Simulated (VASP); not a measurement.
## PbF2: single point with PBE-based global hybrid with 35 % exact exchange

Crystal: PbF2.

```
Pb F
1.0
     0.00000    2.96366    2.96366
     2.96366    0.00000    2.96366
     2.96366    2.96366    0.00000
Pb F
1 2
Direct
  0.00000 0.00000 0.00000
  0.75000 0.75000 0.75000
  0.25000 0.25000 0.25000
```

- Program: VASP 6.6.1
- Task: single point
- Functional: PBE-based global hybrid with 35 % exact exchange
- Potentials or basis: VASP PAW PBE potentials, release 64 (Pb_d, F)
- Cutoff: 520 eV
- k mesh: 5 × 5 × 5
- Occupations: fermi-dirac, width 0.05 eV
- Spin: no spin polarisation
- Dipole correction: no
- Grid for exact exchange (PRECFOCK): Normal
- Share of exact exchange: 0.35
- Further INCAR settings: ALGO = Normal; EDIFF = 1e-06; NBANDS = 21

```
Pressure               : 0.0 GPa
Band gap on the k mesh : 7.40 eV (least direct gap 7.67 eV)
```

Levels at points of the mesh, in eV from the valence-band top:
| k point | band 12 | band 13 | band 14 | band 15 | band 16 | band 17 |
| --- | --- | --- | --- | --- | --- | --- |
| (0.00, 0.00, 0.00) | -2.87 | -2.87 | -2.87 | 9.88 | 9.88 | 9.88 |

It took 40 min on 1 thread of AMD EPYC 7R13 Processor (Zen 3), on a shared host, peak memory 0.17 GiB.

Caveat: the PAW data sets were made with another functional, which shifts forces and pressure a little; spin-orbit coupling is left out, which moves the levels of the heavy elements; an odd mesh through Γ misses points on the zone boundary, where band edges can lie.
